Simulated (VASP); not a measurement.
Write the native input for VASP 6.6.1 that does the following.

| Item | Value |
| --- | --- |
| Task | single point |
| Functional | r2SCAN |
| Potentials or basis | VASP PAW PBE potentials, release 64 (As) |
| Cutoff | 520 eV |
| k mesh | 9 × 9 × 9 |
| Occupations | fermi-dirac, width 0.05 eV |
| Spin | no spin polarisation |
| Dipole correction | no |
| Further INCAR settings | ALGO = Normal; EDIFF = 1e-06; NBANDS = 12 |

The system is As.

```
As
1.0
     1.85538    1.07120    3.46657
    -1.85538    1.07120    3.46657
     0.00000   -2.14241    3.46657
As
2
Cartesian
  0.0000 0.0000 2.3503
  0.0000 0.0000 8.0494
```

The input as run:

POSCAR

```
As
1.0
    1.8553776084      1.0712027616      3.4665688483
   -1.8553776084      1.0712027616      3.4665688483
    0.0000000000     -2.1424055233      3.4665688483
As
2
Direct
    0.2260000000      0.2260000000      0.2260000000
    0.7740000000      0.7740000000      0.7740000000
```

INCAR.step1

```
SYSTEM = As
  PREC = Accurate
  ENCUT = 520
  ISMEAR = -1
  SIGMA = 0.05
  LREAL = .False.
  LASPH = .True.
  NELM = 60
  NBANDS = 12
  GGA = PE
  ALGO = Normal
  EDIFF = 1E-4
  LWAVE = .True.
  LCHARG = .False.
```

INCAR.step2

```
SYSTEM = As
  PREC = Accurate
  ENCUT = 520
  EDIFF = 1E-6
  ISMEAR = -1
  SIGMA = 0.05
  LREAL = .False.
  LASPH = .True.
  NELM = 60
  ALGO = Normal
  ISIF = 2
  LWAVE = .False.
  LCHARG = .True.
  METAGGA = R2SCAN
  LMIXTAU = .True.
  LELF = .True.
  LVHAR = .True.
  NBANDS = 12
  ISTART = 1
```

KPOINTS

```
regular mesh
0
Gamma
  9 9 9
  0 0 0
```

Potentials or basis: VASP PAW PBE potentials, release 64 (As).

The run is started by

```console
$ cat potpaw_PBE.64/As/POTCAR > POTCAR
$ cp INCAR.step1 INCAR
$ mpirun -np 1 vasp_std > vasp.out
$ cp INCAR.step2 INCAR
$ mpirun -np 1 vasp_std > vasp.out
```

Results of the run:

The pressure is 5.6 GPa, the largest force is 0.485 eV/Å and the band gap on the k mesh is zero (band 5 reaches 5.98 eV, above the bottom of band 6 at 5.88 eV).

Caveat: the PAW data sets were made with another functional, which shifts forces and pressure a little.

Wall time 98 s on 1 thread of AMD EPYC 9R45 96-Core Processor (Zen 5), on a shared host, peak memory 0.15 GiB.
